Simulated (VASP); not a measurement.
Input of a VASP 6.6.1 run:

Contents of INCAR:

```
PREC = Accurate
ENCUT = 520
EDIFF = 1E-6
ISMEAR = -1
SIGMA = 0.05
LREAL = F
LASPH = T
NELM = 100
ALGO = Normal
ISIF = 2
LWAVE = F
LCHARG = F
NBANDS = 28
```

File KPOINTS:

```
Automatic mesh
0
Gamma
  5 5 8
```

File POSCAR:

```
La2O3
1.0
    6.2247200819      0.0000000000      0.0000000000
   -3.1123600409      5.3907657224      0.0000000000
    0.0000000000      0.0000000000      3.2776192522
La O
2 3
Direct
    0.6666666667      0.3333333333      0.5000000000
    0.3333333333      0.6666666667      0.5000000000
    0.5080139900      0.0000000000      0.0000000000
    0.0000000000      0.5080139900      0.0000000000
    0.4919860100      0.4919860100      0.0000000000
```

Potentials or basis: VASP PAW LDA potentials, release 64 (La, O).

Command:

```console
$ cat potpaw_LDA.64/La/POTCAR potpaw_LDA.64/O/POTCAR > POTCAR
$ mpirun -np 1 vasp_std > vasp.out
```

(1) Predict the band gap on the k mesh.

(2) Predict the pressure.

(3) What does it give for the largest force?

## Answers

(1) 1.27 eV (least direct gap 1.86 eV).

(2) -1.3 GPa.

(3) 0.063 eV/Å.

Caveat: spin-orbit coupling is left out, which moves the levels of the heavy elements; an odd mesh through Γ misses points on the zone boundary, where band edges can lie.
